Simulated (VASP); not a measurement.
# VH (P6_3/mmc) in VASP: notebook

VH is run at these levels: PBEsol; tasks: single point, relaxation of cell and atoms.

Program: VASP 6.6.1. These are calculated values, not measurements. Logs are shortened: lines on timing, memory, paths and dates and some standing lists are left out, and cuts for length are marked.

### Step 1. The cell of the first run

Symmetry: P6_3/mmc, No. 194, hexagonal system. Conventional cell: a = 2.701 Å, b = 2.701 Å, c = 4.859 Å, α = 90.00°, β = 90.00°, γ = 120.00°. Within 2.8 Å of V (site symmetry -3m) lie 6 H at 1.98 Å and 8 V at 2.43 to 2.70 Å. H (site symmetry -6m2) has 6 V at 1.98 Å and 12 H at 2.70 to 2.89 Å within 2.9 Å.

### Step 2. Single point, PBEsol, collinear spin, ferromagnetic start

File INCAR:

```
SYSTEM = VH
ALGO = Normal
EDIFF = 1E-7
ENCUT = 520
GGA = PS
ISIF = 2
ISMEAR = 1
ISPIN = 2
LASPH = .True.
LCHARG = .True.
LELF = .True.
LMAXMIX = 4
LORBIT = 11
LREAL = .False.
LVHAR = .True.
LWAVE = .False.
MAGMOM = 1.5 1.5 0 0
NBANDS = 26
NELM = 150
PREC = Accurate
SIGMA = 0.02
```

File KPOINTS:

```
k-points
0
Gamma
  10 10 5
  0 0 0
```

File POSCAR:

```
VH
1.0
    2.7007247029      0.0000000000      0.0000000000
   -1.3503623514      2.3388962013      0.0000000000
    0.0000000000      0.0000000000      4.8588488666
V H
2 2
Direct
    0.0000000000      0.0000000000      0.0000000000
    0.0000000000      0.0000000000      0.5000000000
    0.6666666667      0.3333333333      0.7500000000
    0.3333333333      0.6666666667      0.2500000000
```

Potentials or basis: VASP PAW PBE potentials, release 64 (V_sv, H).

Command:

```
$ cat potpaw_PBE.64/V_sv/POTCAR potpaw_PBE.64/H/POTCAR > POTCAR
$ mpirun -np 1 vasp_std > vasp.out
```

OUTCAR:

```text
SYSTEM = VH
   EDIFF = 1E-7
   ENCUT = 520
   GGA = PS
   ISIF = 2
   ISMEAR = 1
   ISPIN = 2
   LASPH = .True.
   LORBIT = 11
   LREAL = .False.
   NELM = 150
   PREC = Accurate

 ion  position               nearest neighbor table
   1  0.000  0.000  0.000-   2 2.43   2 2.43
   2  0.000  0.000  0.500-   1 2.43   1 2.43
   3  0.667  0.333  0.750-
   4  0.333  0.667  0.250-

  LATTYP: Found a hexagonal cell.
 ALAT       =     2.7007247029
 C/A-ratio  =     1.7990907631

  Lattice vectors:

 A1 = (   2.7007247029,   0.0000000000,   0.0000000000)
 A2 = (  -1.3503623514,   2.3388962013,   0.0000000000)
 A3 = (   0.0000000000,   0.0000000000,   4.8588488666)

Analysis of symmetry for initial positions (statically):
=====================================================================
 Subroutine PRICEL returns:
 Original cell was already a primitive cell.

 Routine SETGRP: Setting up the symmetry group for a
 hexagonal supercell.

 Subroutine GETGRP returns: Found 24 space group operations
 (whereof 12 operations were pure point group operations)
 out of a pool of 24 trial point group operations.

The static configuration has the point symmetry D_3d.
 The point group associated with its full space group is D_6h.

Analysis of symmetry for dynamics (positions and initial velocities):
=====================================================================
 Subroutine PRICEL returns:
 Original cell was already a primitive cell.

 Routine SETGRP: Setting up the symmetry group for a
 hexagonal supercell.

 Subroutine GETGRP returns: Found 24 space group operations
 (whereof 12 operations were pure point group operations)
 out of a pool of 24 trial point group operations.

The dynamic configuration has the point symmetry D_3d.
 The point group associated with its full space group is D_6h.

Analysis of structural, dynamic, and magnetic symmetry:
=====================================================================
 Subroutine PRICEL returns:
 Original cell was already a primitive cell.

 Routine SETGRP: Setting up the symmetry group for a
 hexagonal supercell.

 Subroutine GETGRP returns: Found 24 space group operations
 (whereof 12 operations were pure point group operations)
 out of a pool of 24 trial point group operations.

The overall configuration has the point symmetry D_3d.
 The point group associated with its full space group is D_6h.

 Subroutine INISYM returns: Found 24 space group operations
 (whereof 12 operations are pure point group operations),
 and found     1 'primitive' translations

----------------------------------------------------------------------------------------

                                     Primitive cell

  volume of cell :      30.6920

  direct lattice vectors                    reciprocal lattice vectors
     2.700724703  0.000000000  0.000000000     0.370270986  0.213776054  0.000000000
    -1.350362351  2.338896201  0.000000000     0.000000000  0.427552107  0.000000000
     0.000000000  0.000000000  4.858848867     0.000000000  0.000000000  0.205810065

  length of vectors
     2.700724703  2.700724703  4.858848867     0.427552107  0.427552107  0.205810065

  position of ions in fractional coordinates (direct lattice)
     0.000000000  0.000000000  0.000000000
     0.000000000  0.000000000  0.500000000
     0.666666667  0.333333333  0.750000000
     0.333333333  0.666666667  0.250000000

  ion indices of the primitive-cell ions
   primitive index   ion index
                 1           1
                 2           2
                 3           3
                 4           4

----------------------------------------------------------------------------------------

 KPOINTS: k-points

Automatic generation of k-mesh.
 Grid dimensions read from file:
 generate k-points for:   10   10    5

 Generating k-lattice:

  Cartesian coordinates                     Fractional coordinates (reciprocal lattice)
     0.037027099  0.021377605  0.000000000     0.100000000  0.000000000  0.000000000
     0.000000000  0.042755211  0.000000000     0.000000000  0.100000000  0.000000000
     0.000000000  0.000000000  0.041162013     0.000000000  0.000000000  0.200000000

  Length of vectors
     0.042755211  0.042755211  0.041162013

  Shift w.r.t. Gamma in fractional coordinates (k-lattice)
     0.000000000  0.000000000  0.000000000

 Subroutine IBZKPT returns following result:
 ===========================================

 Found     42 irreducible k-points:

 Following reciprocal coordinates:
            Coordinates               Weight
  0.000000  0.000000  0.000000      1.000000
  0.100000  0.000000  0.000000      6.000000
  0.200000  0.000000  0.000000      6.000000
  0.300000  0.000000  0.000000      6.000000
  0.400000  0.000000  0.000000      6.000000
  0.500000  0.000000  0.000000      3.000000
[... 16 lines left out ...]
  0.300000  0.100000  0.200000     24.000000
  0.400000  0.100000  0.200000     24.000000
 [... further k-points ...]
   k-points           NKPTS =     42   k-points in BZ     NKDIM =     42   number of bands    NBANDS=     26
   number of dos      NEDOS =    301   number of ions     NIONS =      4
   total plane-waves  NPLWV =  14400
   dimension x,y,z NGX =    20 NGY =   20 NGZ =   36
   dimension x,y,z NGXF=    40 NGYF=   40 NGZF=   72
   ions per type =               2   2
   NGX,Y,Z   is equivalent  to a cutoff of  12.31, 12.31, 12.32 a.u.
   NGXF,Y,Z  is equivalent  to a cutoff of  24.62, 24.62, 24.63 a.u.
 SYSTEM =  VH
   PREC   = accura    normal or accurate (medium, high low for compatibility)
   ISTART =      0    job   : 0-new  1-cont  2-samecut
   ICHARG =      2    charge: 1-file 2-atom 10-const
   ISPIN  =      2    spin polarized calculation?
   LNONCOLLINEAR =      F non collinear calculations
   LSORBIT =      F    spin-orbit coupling
   LASPH  =      T    aspherical Exc in radial PAW
   ENCUT  =  520.0 eV  38.22 Ry    6.18 a.u.   5.02  5.02  9.03*2*pi/ulx,y,z
   NELM   =    150;   NELMIN=  2; NELMDL= -5     # of ELM steps
   EDIFF  = 0.1E-06   stopping-criterion for ELM
   LREAL  =      F    real-space projection
   EDIFFG = 0.1E-05   stopping-criterion for IOM
   NSW    =      0    number of steps for IOM
   IBRION =     -1    ionic relax: 0-MD 1-quasi-New 2-CG
   NFREE  =      0    steps in history (QN), initial steepest desc. (CG)
   ISIF   =      2    stress and relaxation
   ISYM   =      2    0-nonsym 1-usesym 2-fastsym
   POTIM  = 0.5000    time-step for ionic-motion
   TEBEG  =    0.0;   TEEND  =   0.0 temperature during run
   PSTRESS=    0.0 pullay stress
   NELECT =      28.0000    total number of electrons
   NUPDOWN=      -1.0000    fix difference up-down
   EMIN   =  10.00;   EMAX   =-10.00  energy-range for DOS
   EFERMI =   0.00;   METHOD = LEGACY
   ISMEAR =     1;   SIGMA  =   0.02  broadening in eV -4-tet -1-fermi 0-gaus
   EFERMI_NEDOS =   21; number of points for ismear=-14 and -15
   IALGO  =     38    algorithm
   IMIX   =      4    mixing-type and parameters
     AMIX     =   0.40;   BMIX     =  1.00
     AMIX_MAG =   1.60;   BMIX_MAG =  1.00
  volume/ion in A,a.u.               =       7.67        51.78
  Fermi-wavevector in a.u.,A,eV,Ry     =   1.587764  3.000439 34.300214  2.520995
  Thomas-Fermi vector in A             =   2.686871
   LORBIT       =     11    0 simple, 1 ext, 2 COOP (PROOUT), +10 PAW based schemes
   GGA     = PS    functional components
   LHFCALC =     F    Hartree Fock is set to
   AEXX    =    0.0000 exact exchange contribution
   IVDW    =     0    specifies the selected vdW correction
   LEPSILON=     F    determine dielectric tensor
   LRPA    =     F    only Hartree local field effects (RPA)
 spin polarized calculation
 Methfessel and Paxton  Order N= 1 SIGMA  =   0.02
  energy-cutoff  :      520.00
  volume of cell :       30.69
 maximum number of plane-waves:       840
 NGX is ok and might be reduce to    20
   NGX =  9   NGY =  9   NGZ = 19

 number of electron      27.9999988 magnetization      -0.0035668

 number of electron      27.9999988 magnetization       0.1467352

 Free energy of the ion-electron system (eV)
  ---------------------------------------------------
  ext. energy  EPLUGINS =         0.00000000
  ---------------------------------------------------
  free energy    TOTEN  =       -25.68276635 eV

  energy without entropy =      -25.68288291  energy(sigma->0) =      -25.68280521

 E-fermi :  10.0123     XC(G=0): -12.9727

 val. band max:       10.0086304818   @ k =   0.1000   0.0000   0.4000
 cond. band min:      10.0322977307   @ k =   0.3000   0.1000   0.4000
 fundamental gap:      0.0236672489
 Fermi energy:        10.0123091459

 spin component 1

 k-point     1 :       0.0000    0.0000    0.0000
  band No.  band energies     occupation
      1     -54.0598      1.00000
      2     -53.8728      1.00000
      3     -28.6060      1.00000
      4     -27.6502      1.00000
      5     -27.6502      1.00000
      6     -27.5374      1.00000
[... 18 lines left out ...]
     25      28.7556      0.00000
     26      28.7556      0.00000
[... 644 lines left out ...]
      4     -28.2951      1.00000
      5     -28.1441      1.00000
      6     -27.8335      1.00000
[... 18 lines left out ...]
     25      22.4254      0.00000
     26      24.7040      0.00000

 [... further k-points ...]

 spin component 2

 k-point     1 :       0.0000    0.0000    0.0000
  band No.  band energies     occupation
      1     -53.9949      1.00000
      2     -53.8079      1.00000
      3     -28.5328      1.00000
      4     -27.5902      1.00000
      5     -27.5902      1.00000
      6     -27.4775      1.00000
[... 18 lines left out ...]
     25      28.7944      0.00000
     26      28.7944      0.00000
[... 644 lines left out ...]
      4     -28.2360      1.00000
      5     -28.0851      1.00000
      6     -27.7738      1.00000
[... 18 lines left out ...]
     25      22.4605      0.00000
     26      24.7430      0.00000

 [... further k-points ...]
[... 5 lines left out ...]
  --------------------------------------------------------------------------------------
  -------------------------------------------------------------------------------------
  Total        0.1167231      0.1167231     -0.1416123      0.0000000      0.0000000      0.0000000
  in kB        6.0931627      6.0931627     -7.3924222      0.0000000      0.0000000      0.0000000
  external PRESSURE =       1.5979678 kB  Pullay stress =       0.0000000 kB

 VOLUME and BASIS-vectors are now :
 -----------------------------------------------------------------------------
  energy-cutoff  :      520.00
  volume of cell :       30.69
      direct lattice vectors                 reciprocal lattice vectors
     2.700724703  0.000000000  0.000000000     0.370270986  0.213776054  0.000000000
    -1.350362351  2.338896201  0.000000000     0.000000000  0.427552107  0.000000000
     0.000000000  0.000000000  4.858848867     0.000000000  0.000000000  0.205810065

 POSITION                                       TOTAL-FORCE (eV/Angst)
 -----------------------------------------------------------------------------------
      0.00000      0.00000      0.00000         0.000000     -0.000000     -0.000000
      0.00000      0.00000      2.42942         0.000000     -0.000000     -0.000000
      1.35036      0.77963      3.64414        -0.000000      0.000000      0.000000
     -0.00000      1.55926      1.21471        -0.000000      0.000000      0.000000
 -----------------------------------------------------------------------------------
    total drift:                               -0.000000      0.000000      0.000000

  FREE ENERGIE OF THE ION-ELECTRON SYSTEM (eV)
  ---------------------------------------------------
  free  energy   TOTEN  =       -25.6827663518 eV

  energy  without entropy=      -25.6828829138  energy(sigma->0) =      -25.68280521

 total charge

# of ion       s       p       d       tot
------------------------------------------
    1        2.291   6.196   3.294  11.782
    2        2.291   6.196   3.294  11.782
    3        0.531   0.029   0.000   0.560
    4        0.531   0.029   0.000   0.560
--------------------------------------------------
tot          5.643  12.451   6.589  24.683

 magnetization (x)

# of ion       s       p       d       tot
------------------------------------------
    1        0.000   0.001   0.066   0.067
    2        0.000   0.001   0.066   0.067
    3       -0.001   0.001   0.000  -0.000
    4       -0.001   0.001   0.000  -0.000
--------------------------------------------------
tot         -0.001   0.003   0.132   0.134
```

Run time: 1.8 min. Hardware: 1 thread of Oxide Virtual Turin-like, shared host; peak memory 0.15 GiB.

What came out:

- Free energy: -25.6828 eV
- Pressure: 0.2 GPa
- Net moment: 0.15 μB per cell
- Site moments: V +0.07; H -0.00 μB
- Valence electrons inside the program's atomic spheres: V 11.78; H 0.56

Stress tensor (GPa, compression positive):
```
 0.61  0.00  0.00
 0.00  0.61  0.00
 0.00  0.00 -0.74
```

Levels at points of the mesh, in eV from the Fermi level:
Spin up:
| k point | band 11 | band 12 | band 13 | band 14 | band 15 | band 16 | band 17 | band 18 |
| --- | --- | --- | --- | --- | --- | --- | --- | --- |
| (0.00, 0.00, 0.00) | -3.43 | -2.70 | -0.49 | -0.49 | 0.32 | 0.32 | 0.44 | 0.44 |
| (0.50, 0.00, 0.00) | -4.20 | -2.19 | -2.18 | -0.52 | 1.09 | 2.40 | 2.69 | 2.93 |
Spin down:
```
           k point  band 12  band 13  band 14  band 15  band 16  band 17
(0.00, 0.00, 0.00)    -2.66    -0.43    -0.43     0.37     0.37     0.51
(0.50, 0.00, 0.00)    -2.15    -2.14    -0.44     1.17     2.49     2.75
```

Caveat: the PAW data sets were made with another functional, which shifts forces and pressure a little.

### Step 3. Relaxation of cell and atoms, PBEsol, collinear spin, ferromagnetic start

This run uses another cell than the first one, of 8.00 Å³/atom.

File INCAR:

```
PREC = Accurate
ENCUT = 600
EDIFF = 1E-7
ISMEAR = 1
SIGMA = 0.02
LREAL = False
LASPH = True
NELM = 150
ALGO = Normal
ISIF = 3
LWAVE = False
LCHARG = False
ISPIN = 2
MAGMOM = 1.5 1.5 0 0
LORBIT = 11
LMAXMIX = 4
GGA = PS
IBRION = 2
NSW = 80
EDIFFG = -0.03
```

File KPOINTS:

```
regular mesh
0
Gamma
  10 10 5
```

File POSCAR:

```
VH
1.0
    2.7355800000      0.0000000000      0.0000000000
   -1.3677900000      2.3690817741      0.0000000000
    0.0000000000      0.0000000000      4.9359680000
V H
2 2
Direct
    0.0000000000      0.0000000000      0.0000000000
    0.0000000000      0.0000000000      0.5000000000
    0.6666666667      0.3333333333      0.7500000000
    0.3333333333      0.6666666667      0.2500000000
```

Potentials or basis: VASP PAW PBE potentials, release 64 (V_sv, H).

Command:

```
$ cat potpaw_PBE.64/V_sv/POTCAR potpaw_PBE.64/H/POTCAR > POTCAR
$ mpirun -np 1 vasp_std > vasp.out
```

It took 5.1 min on 1 thread of Oxide Virtual Turin-like, shared host; peak memory 0.18 GiB.

Results (log left out):

* Free energy: -25.6854 eV
* Relaxed volume: 7.68 Å³/atom
* Relaxed cell: a = 2.704 Å, b = 2.704 Å, c = 4.850 Å, α = 90.00°, β = 90.00°, γ = 120.00°
* Space group after relaxing (to 0.1 Å): P6_3/mmc (No. 194)
* Energy gained by relaxing: 7.4 meV/atom
* Ionic steps: 4
* Pressure after relaxing: 0.1 GPa
* Net moment: 0.15 μB per cell
* Site moments: V +0.07; H -0.00 μB
* Valence electrons inside the program's atomic spheres: V 11.78; H 0.56

Stress tensor (GPa, compression positive):
```
 0.19  0.00  0.00
 0.00  0.19  0.00
 0.00  0.00 -0.08
```

The path:
| step | energy change (eV) | largest force (eV/Å) | pressure (GPa) | volume (Å³) |
| --- | --- | --- | --- | --- |
| 1 | 0.0000 | 0.0000 | -6.96 | 31.99 |
| 2 | -0.0273 | 0.0000 | 1.92 | 30.41 |
| 3 | -0.0291 | 0.0000 | 0.06 | 30.71 |
| 4 | -0.0294 | 0.0000 | 0.10 | 30.70 |

Final structure:
```yaml
crystal:
  lattice:
    - [2.70374, 0.00000, 0.00000]
    - [-1.35187, 2.34151, 0.00000]
    - [0.00000, 0.00000, 4.84997]
  atoms:
    - { symbol: V, position: [0.00000, 0.00000, 0.00000] }
    - { symbol: V, position: [0.00000, 0.00000, 0.50000] }
    - { symbol: H, position: [0.66667, 0.33333, 0.75000] }
    - { symbol: H, position: [0.33333, 0.66667, 0.25000] }
```

Levels at points of the mesh, in eV from the Fermi level:
Spin up:
```
           k point  band 12  band 13  band 14  band 15  band 16  band 17
(0.00, 0.00, 0.00)    -2.70    -0.48    -0.48     0.33     0.33     0.42
(0.50, 0.00, 0.00)    -2.19    -2.16    -0.53     1.12     2.42     2.69
```
Spin down:
| k point | band 12 | band 13 | band 14 | band 15 | band 16 | band 17 |
| --- | --- | --- | --- | --- | --- | --- |
| (0.00, 0.00, 0.00) | -2.65 | -0.43 | -0.43 | 0.38 | 0.38 | 0.50 |
| (0.50, 0.00, 0.00) | -2.15 | -2.12 | -0.45 | 1.20 | 2.51 | 2.74 |

Caveat: the PAW data sets were made with another functional, which shifts forces and pressure a little.
